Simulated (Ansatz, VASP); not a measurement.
# PbO2: VASP beside Ansatz

```
Pb O
1.0
    -3.06161    3.06161    3.96044
     3.06161   -3.06161    3.96044
     3.06161    3.06161   -3.96044
Pb O
2 4
Direct
  0.00000 0.00000 0.00000
  0.75000 0.25000 0.50000
  0.37500 0.29307 0.41807
  0.04307 0.62500 0.91807
  0.70693 0.12500 0.08193
  0.87500 0.95693 0.58193
```

Alike in both runs: task relaxation of cell and atoms; functional PBE; k mesh 6 × 6 × 6; occupations gaussian, width 0.02 eV; no spin polarisation.

|  | VASP | Ansatz |
| --- | --- | --- |
| version | VASP 6.6.1 | Ansatz 0.2.0 |
| potentials or method | VASP PAW PBE potentials, release 64 (Pb_d, O), cutoff 600 eV | scalar-relativistic, plane waves, PAW |
| valence electrons in the cell | 52 | 52 |

|  | VASP | Ansatz | Ansatz less VASP |
| --- | --- | --- | --- |
| gap on the k mesh at the Fermi level, each at its own relaxed structure (eV) | 0.82 | 0.88 | +0.061 |
| relaxed volume (Å³/atom) | 23.91 | 24.49 | +0.571 |
| relaxed cell length with the largest relative difference (Å) | 5.743 | 5.805 | +0.0625 |

Spin-orbit coupling is off throughout.
